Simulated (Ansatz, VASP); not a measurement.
**Ti3Al in VASP and in Ansatz**

```
Ti Al
1.0
     2.87020    0.00000    0.00000
    -1.43510    2.48566    0.00000
     0.00000    0.00000    9.30001
Ti Al
3 1
Direct
  0.66667 0.33333 0.00000
  0.33333 0.66667 0.74570
  0.33333 0.66667 0.25430
  0.66667 0.33333 0.50000
```

Alike in both runs: task single point; functional PBEsol; k mesh 15 × 15 × 6; occupations gaussian, width 0.15 eV; no spin polarisation.

|  | VASP | Ansatz |
| --- | --- | --- |
| version | VASP 6.6.1 | Ansatz 0.2.0 |
| potentials or method | VASP PAW PBE potentials, release 64 (Ti_sv, Al), cutoff 520 eV | scalar-relativistic, plane waves, PAW |
| valence electrons in the cell | 39 | 39 |

|  | VASP | Ansatz | Ansatz less VASP |
| --- | --- | --- | --- |
| gap on the k mesh at the Fermi level (eV) | none | none | - |
| pressure (GPa) | -0.3 | -0.3 | +0.09 |
| traceless stress, the component that is largest in VASP (GPa) | -1.87 | -1.93 | -0.063 |
| rms of the force components (eV/Å) | 0.133 | 0.128 | -0.0048 |

VASP's potentials were made for PBE, not for PBEsol, and Ansatz warns of the same on its side. Atom by atom the forces differ by 0.005 eV/Å (rms over components). A gap of «none» marks a metal or a gap that the smearing closes. The functional is the same, so the differences come from potentials, cutoffs and numerics.
